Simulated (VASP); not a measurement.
# SnSe (rocksalt type) (Fm-3m) in VASP: single point with PBE

Aim: the single point of SnSe (rocksalt type) with PBE.

All numbers are computed with VASP 6.6.1; they aren't measurements. Logs are shortened: lines on timing, memory, paths and dates and some standing lists are left out, and cuts for length are marked.

## Step 1: The cell of the first run

Symmetry: Fm-3m, No. 225, cubic system. The conventional cell has a = 5.585 Å, b = 5.585 Å, c = 5.585 Å, α = 90.00°, β = 90.00°, γ = 90.00°. Sn (site symmetry m-3m) has 6 Se at 2.79 Å within 3.7 Å. Se (site symmetry m-3m) has 6 Sn at 2.79 Å within 3.7 Å.

## Step 2: Single point, PBE

INCAR

```
SYSTEM = SnSe
PREC = Accurate
ENCUT = 520
EDIFF = 1E-6
ISMEAR = -1
SIGMA = 0.08
LREAL = .FALSE.
LASPH = .TRUE.
NELM = 80
ALGO = Normal
ISIF = 2
LWAVE = .FALSE.
LCHARG = .FALSE.
GGA = PE
NBANDS = 17
```

KPOINTS

```
Automatic mesh
0
G
  14 14 14
  0 0 0
```

POSCAR

```
SnSe
1.0
    0.0000000000      2.7923010362      2.7923010362
    2.7923010362      0.0000000000      2.7923010362
    2.7923010362      2.7923010362      0.0000000000
Sn Se
1 1
Direct
    0.0000000000      0.0000000000      0.0000000000
    0.5000000000      0.5000000000      0.5000000000
```

Potentials or basis: VASP PAW PBE potentials, release 64 (Sn_d, Se).

Launch:

```sh
$ cat potpaw_PBE.64/Sn_d/POTCAR potpaw_PBE.64/Se/POTCAR > POTCAR
$ mpirun -np 1 vasp_std > vasp.out
```

OUTCAR:

```text
SYSTEM = SnSe
   PREC = Accurate
   ENCUT = 520
   EDIFF = 1E-6
   ISMEAR = -1
   LREAL = .FALSE.
   LASPH = .TRUE.
   NELM = 80
   ISIF = 2
   GGA = PE

 ion  position               nearest neighbor table
   1  0.000  0.000  0.000-   2 2.79   2 2.79   2 2.79   2 2.79   2 2.79   2 2.79
   2  0.500  0.500  0.500-   1 2.79   1 2.79   1 2.79   1 2.79   1 2.79   1 2.79

  LATTYP: Found a face centered cubic cell.
 ALAT       =     5.5846020724

  Lattice vectors:

 A1 = (   0.0000000000,   2.7923010362,   2.7923010362)
 A2 = (   2.7923010362,   0.0000000000,   2.7923010362)
 A3 = (   2.7923010362,   2.7923010362,   0.0000000000)

Analysis of symmetry for initial positions (statically):
=====================================================================
 Subroutine PRICEL returns:
 Original cell was already a primitive cell.

 Routine SETGRP: Setting up the symmetry group for a
 face centered cubic supercell.

 Subroutine GETGRP returns: Found 48 space group operations
 (whereof 48 operations were pure point group operations)
 out of a pool of 48 trial point group operations.

The static configuration has the point symmetry O_h .

Analysis of symmetry for dynamics (positions and initial velocities):
=====================================================================
 Subroutine PRICEL returns:
 Original cell was already a primitive cell.

 Routine SETGRP: Setting up the symmetry group for a
 face centered cubic supercell.

 Subroutine GETGRP returns: Found 48 space group operations
 (whereof 48 operations were pure point group operations)
 out of a pool of 48 trial point group operations.

The dynamic configuration has the point symmetry O_h .

 Subroutine INISYM returns: Found 48 space group operations
 (whereof 48 operations are pure point group operations),
 and found     1 'primitive' translations

----------------------------------------------------------------------------------------

                                     Primitive cell

  volume of cell :      43.5428

  direct lattice vectors                    reciprocal lattice vectors
     0.000000000  2.792301036  2.792301036    -0.179063788  0.179063788  0.179063788
     2.792301036  0.000000000  2.792301036     0.179063788 -0.179063788  0.179063788
     2.792301036  2.792301036  0.000000000     0.179063788  0.179063788 -0.179063788

  length of vectors
     3.948909996  3.948909996  3.948909996     0.310147578  0.310147578  0.310147578

  position of ions in fractional coordinates (direct lattice)
     0.000000000  0.000000000  0.000000000
     0.500000000  0.500000000  0.500000000

  ion indices of the primitive-cell ions
   primitive index   ion index
                 1           1
                 2           2

----------------------------------------------------------------------------------------

 KPOINTS: Automatic mesh

Automatic generation of k-mesh.
 Grid dimensions read from file:
 generate k-points for:   14   14   14

 Generating k-lattice:

  Cartesian coordinates                     Fractional coordinates (reciprocal lattice)
    -0.012790271  0.012790271  0.012790271     0.071428571  0.000000000  0.000000000
     0.012790271 -0.012790271  0.012790271     0.000000000  0.071428571  0.000000000
     0.012790271  0.012790271 -0.012790271     0.000000000  0.000000000  0.071428571

  Length of vectors
     0.022153398  0.022153398  0.022153398

  Shift w.r.t. Gamma in fractional coordinates (k-lattice)
     0.000000000  0.000000000  0.000000000

 Subroutine IBZKPT returns following result:
 ===========================================

 Found    104 irreducible k-points:

 Following reciprocal coordinates:
            Coordinates               Weight
  0.000000  0.000000  0.000000      1.000000
  0.071429  0.000000  0.000000      8.000000
  0.142857  0.000000  0.000000      8.000000
  0.214286  0.000000  0.000000      8.000000
  0.285714  0.000000  0.000000      8.000000
  0.357143  0.000000  0.000000      8.000000
[... 16 lines left out ...]
  0.214286  0.142857  0.000000     24.000000
  0.285714  0.142857  0.000000     24.000000
 [... further k-points ...]
   k-points           NKPTS =    104   k-points in BZ     NKDIM =    104   number of bands    NBANDS=     17
   number of dos      NEDOS =    301   number of ions     NIONS =      2
   total plane-waves  NPLWV =  27000
   dimension x,y,z NGX =    30 NGY =   30 NGZ =   30
   dimension x,y,z NGXF=    60 NGYF=   60 NGZF=   60
   ions per type =               1   1
   NGX,Y,Z   is equivalent  to a cutoff of  12.63, 12.63, 12.63 a.u.
   NGXF,Y,Z  is equivalent  to a cutoff of  25.26, 25.26, 25.26 a.u.
 SYSTEM =  SnSe
   PREC   = accura    normal or accurate (medium, high low for compatibility)
   ISTART =      0    job   : 0-new  1-cont  2-samecut
   ICHARG =      2    charge: 1-file 2-atom 10-const
   ISPIN  =      1    spin polarized calculation?
   LNONCOLLINEAR =      F non collinear calculations
   LSORBIT =      F    spin-orbit coupling
   LASPH  =      T    aspherical Exc in radial PAW
   ENCUT  =  520.0 eV  38.22 Ry    6.18 a.u.   7.34  7.34  7.34*2*pi/ulx,y,z
   NELM   =     80;   NELMIN=  2; NELMDL= -5     # of ELM steps
   EDIFF  = 0.1E-05   stopping-criterion for ELM
   LREAL  =      F    real-space projection
   EDIFFG = 0.1E-04   stopping-criterion for IOM
   NSW    =      0    number of steps for IOM
   IBRION =     -1    ionic relax: 0-MD 1-quasi-New 2-CG
   NFREE  =      0    steps in history (QN), initial steepest desc. (CG)
   ISIF   =      2    stress and relaxation
   ISYM   =      2    0-nonsym 1-usesym 2-fastsym
   POTIM  = 0.5000    time-step for ionic-motion
   TEBEG  =    0.0;   TEEND  =   0.0 temperature during run
   PSTRESS=    0.0 pullay stress
   NELECT =      20.0000    total number of electrons
   NUPDOWN=      -1.0000    fix difference up-down
   EMIN   =  10.00;   EMAX   =-10.00  energy-range for DOS
   EFERMI =   0.00;   METHOD = LEGACY
   ISMEAR =    -1;   SIGMA  =   0.08  broadening in eV -4-tet -1-fermi 0-gaus
   EFERMI_NEDOS =   21; number of points for ismear=-14 and -15
   IALGO  =     38    algorithm
   IMIX   =      4    mixing-type and parameters
     AMIX     =   0.40;   BMIX     =  1.00
     AMIX_MAG =   1.60;   BMIX_MAG =  1.00
  volume/ion in A,a.u.               =      21.77       146.92
  Fermi-wavevector in a.u.,A,eV,Ry     =   1.263124  2.386958 21.707848  1.595482
  Thomas-Fermi vector in A             =   2.396497
   LORBIT       =      0    0 simple, 1 ext, 2 COOP (PROOUT), +10 PAW based schemes
   GGA     = PE    functional components
   LHFCALC =     F    Hartree Fock is set to
   AEXX    =    0.0000 exact exchange contribution
   IVDW    =     0    specifies the selected vdW correction
   LEPSILON=     F    determine dielectric tensor
   LRPA    =     F    only Hartree local field effects (RPA)
 non-spin polarized calculation
  energy-cutoff  :      520.00
  volume of cell :       43.54
 maximum number of plane-waves:      1211
 NGX is ok and might be reduce to    30
   NGX = 15   NGY = 15   NGZ = 15

 number of electron      20.0000007 magnetization

 Free energy of the ion-electron system (eV)
  ---------------------------------------------------
  ext. energy  EPLUGINS =         0.00000000
  ---------------------------------------------------
  free energy    TOTEN  =        -7.59902997 eV

  energy without entropy =       -7.59325546  energy(sigma->0) =       -7.59614272

 E-fermi :   8.7557     XC(G=0): -10.6661

 val. band max:        8.6960787768   @ k =  -0.2857   0.1429   0.0000
 cond. band min:       8.8028451050   @ k =  -0.4286   0.0714   0.0000
 fundamental gap:      0.1067663282
 Fermi energy:         8.7557208569

 k-point     1 :       0.0000    0.0000    0.0000
  band No.  band energies     occupation
      1     -13.3086      2.00000
      2     -13.3086      2.00000
      3     -13.2975      2.00000
      4     -13.2975      2.00000
      5     -13.2975      2.00000
      6      -7.2683      2.00000
[... 9 lines left out ...]
     16      13.9257      0.00000
     17      16.1691      0.00000

 k-point     2 :       0.0714    0.0000    0.0000
  band No.  band energies     occupation
      1     -13.3094      2.00000
      2     -13.3094      2.00000
      3     -13.2973      2.00000
      4     -13.2963      2.00000
      5     -13.2963      2.00000
      6      -7.2152      2.00000
[... 9 lines left out ...]
     16      14.1337      0.00000
     17      16.7296      0.00000

 k-point     3 :       0.1429    0.0000    0.0000
  band No.  band energies     occupation
      1     -13.3121      2.00000
      2     -13.3121      2.00000
      3     -13.2968      2.00000
      4     -13.2923      2.00000
      5     -13.2923      2.00000
      6      -7.0594      2.00000
[... 9 lines left out ...]
     16      14.5345      0.00000
     17      18.0368      0.00000

 k-point     4 :       0.2143    0.0000    0.0000
  band No.  band energies     occupation
      1     -13.3166      2.00000
      2     -13.3166      2.00000
      3     -13.2961      2.00000
      4     -13.2861      2.00000
      5     -13.2861      2.00000
      6      -6.8117      2.00000
[... 9 lines left out ...]
     16      15.1436      0.00000
     17      19.6881      0.00000
[... 343 lines left out ...]
      1     -13.3208      2.00000
      2     -13.3050      2.00000
      3     -13.3009      2.00000
      4     -13.2895      2.00000
      5     -13.2895      2.00000
      6      -6.9867      2.00000
[... 9 lines left out ...]
     16      15.7855      0.00000
     17      17.1080      0.00000

 k-point    23 :       0.2143    0.1429    0.0000
  band No.  band energies     occupation
      1     -13.3274      2.00000
      2     -13.3052      2.00000
      3     -13.3017      2.00000
      4     -13.2854      2.00000
      5     -13.2841      2.00000
      6      -6.8004      2.00000
[... 9 lines left out ...]
     16      16.3019      0.00000
     17      17.8841      0.00000

 k-point    24 :       0.2857    0.1429    0.0000
  band No.  band energies     occupation
      1     -13.3341      2.00000
      2     -13.3084      2.00000
      3     -13.3006      2.00000
      4     -13.2812      2.00000
      5     -13.2771      2.00000
      6      -6.5316      2.00000
[... 9 lines left out ...]
     16      16.9438      0.00000
     17      19.2926      0.00000

 [... further k-points ...]

------------------------ aborting loop because EDIFF is reached ----------------------------------------

  FORCE on cell =-STRESS in cart. coord.  units (eV):
  Direction    XX          YY          ZZ          XY          YZ          ZX
  --------------------------------------------------------------------------------------
  -------------------------------------------------------------------------------------
  Total        5.4448066      5.4448066      5.4448066      0.0000000     -0.0000000     -0.0000000
  in kB      200.3439966    200.3439966    200.3439966      0.0000000     -0.0000000     -0.0000000
  external PRESSURE =     200.3439966 kB  Pullay stress =       0.0000000 kB

 VOLUME and BASIS-vectors are now :
 -----------------------------------------------------------------------------
  energy-cutoff  :      520.00
  volume of cell :       43.54
      direct lattice vectors                 reciprocal lattice vectors
     0.000000000  2.792301036  2.792301036    -0.179063788  0.179063788  0.179063788
     2.792301036  0.000000000  2.792301036     0.179063788 -0.179063788  0.179063788
     2.792301036  2.792301036  0.000000000     0.179063788  0.179063788 -0.179063788

 POSITION                                       TOTAL-FORCE (eV/Angst)
 -----------------------------------------------------------------------------------
      0.00000      0.00000      0.00000        -0.000000      0.000000      0.000000
      2.79230      2.79230      2.79230         0.000000     -0.000000     -0.000000
 -----------------------------------------------------------------------------------
    total drift:                               -0.000000      0.000000      0.000000

  FREE ENERGIE OF THE ION-ELECTRON SYSTEM (eV)
  ---------------------------------------------------
  free  energy   TOTEN  =        -7.5990299681 eV

  energy  without entropy=       -7.5932554620  energy(sigma->0) =       -7.59614272
```

Wall time 38 s (1 thread of AMD EPYC 9R45 (Zen 5), shared host); peak memory 0.19 GiB.

Results:

* Free energy: -7.5990 eV
* Pressure: 20.0 GPa
* Band gap on the k mesh: 0.11 eV, indirect (least direct gap 0.28 eV)

Caveat: spin-orbit coupling is left out, which moves the levels of the heavy elements. A k mesh can miss the band edges.
